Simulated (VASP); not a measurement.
**InSe: single point with PBE+D3(BJ)**

InSe, a slab with vacuum:

```
Se In
1.0
     3.89200    0.00000    0.00000
    -1.94600    3.37057    0.00000
     0.00000    0.00000   36.72119
Se In
2 2
Cartesian
  0.0000 0.0000 15.5506
  0.0000 0.0000 21.1696
  1.9460 1.1235 16.9023
  1.9460 1.1235 19.8179
```

| Quantity | Value |
| --- | --- |
| Program | VASP 6.6.1 |
| Task | single point |
| Functional | PBE |
| Dispersion | D3(BJ) |
| Potentials or basis | VASP PAW PBE potentials, release 64 (Se, In_d) |
| Cutoff | 520 eV |
| k mesh | 9 × 9 × 1 |
| Occupations | gaussian, width 0.02 eV |
| Spin | no spin polarisation |

The largest force is 0.683 eV/Å, the band gap on the k mesh is 2.01 eV, direct and the dispersion energy per atom is -0.232 eV.

Forces on the atoms (eV/Å):
```
Se   0.000  0.000 -0.135
Se   0.000  0.000  0.135
In   0.000  0.000  0.683
In   0.000  0.000 -0.683
```

Levels at points of the mesh, in eV from the valence-band top:
| k point | band 17 | band 18 | band 19 | band 20 | band 21 | band 22 |
| --- | --- | --- | --- | --- | --- | --- |
| (0.00, 0.00, 0.00) | -0.05 | 0.00 | 0.00 | 2.01 | 3.39 | 5.64 |

Run time: 2.5 min on 1 thread of AMD EPYC 9R45 96-Core Processor (Zen 5), on a shared host, peak memory 0.56 GiB.

Caveat: spin-orbit coupling is left out, which moves the levels of the heavy elements.
